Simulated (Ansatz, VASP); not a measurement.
One calculation of WC, two programs

The input INCAR:

```
ALGO = Normal
EDIFF = 1E-6
ENCUT = 520
GGA = PS
ISIF = 2
ISMEAR = 1
LASPH = T
LCHARG = F
LREAL = F
LWAVE = F
NBANDS = 16
NELM = 60
PREC = Accurate
SIGMA = 0.2
```

Contents of KPOINTS:

```
k-points
0
Gamma
  18 18 16
```

File POSCAR:

```
WC
1.0
    2.9005014360      0.0000000000      0.0000000000
   -1.4502507180      2.5119079273      0.0000000000
    0.0000000000      0.0000000000      2.8290000000
W C
1 1
Direct
   -0.1153616121     -0.0844505613     -0.0530222694
    0.6666666667      0.3333333333      0.5000000000
```

Input for Ansatz:

```yaml
crystal:
  lattice:
    - [2.900501436, 0.0, 0.0]
    - [-1.450250718, 2.5119079273, 0.0]
    - [0.0, 0.0, 2.829]
  atoms:
    - { symbol: W, position: [-0.1153616121, -0.0844505613, -0.0530222694] }
    - { symbol: C, position: [0.6666666667, 0.3333333333, 0.5] }
basis:
  ecutwfc: 420
kpoints:
  mp_grid: { grid: [18, 18, 16] }
hamiltonian:
  xc: pbesol
scf:
  occupations: { method: methfessel_paxton, width: 0.2 }
output:
  forces: true
  stress: true
  eigenvalues: true
```

Alike in both runs: task single point; functional PBEsol; k mesh 18 × 18 × 16; occupations methfessel-paxton of order 1, width 0.2 eV; no spin polarisation.

|  | VASP | Ansatz |
| --- | --- | --- |
| version | VASP 6.6.1 | Ansatz 0.2.0 |
| potentials or method | VASP PAW PBE potentials, release 64 (W_sv, C), cutoff 520 eV | scalar-relativistic, plane waves, PAW |
| valence electrons in the cell | 18 | 18 |

```tsv
	VASP	Ansatz	Ansatz less VASP
gap on the k mesh at the Fermi level (eV)	none	none	-
pressure (GPa)	18.4	17.0	-1.42
traceless stress, the component that is largest in VASP (GPa)	-15.64	-15.23	+0.407
rms of the force components (eV/Å)	2.848	2.824	-0.0236
```

VASP's potentials were made for PBE, not for PBEsol. Atom by atom the forces differ by 0.026 eV/Å (rms over components). A gap of «none» marks a metal or a gap that the smearing closes. The functional is the same, so the differences come from potentials, cutoffs and numerics.

Neither program's run includes spin-orbit coupling.
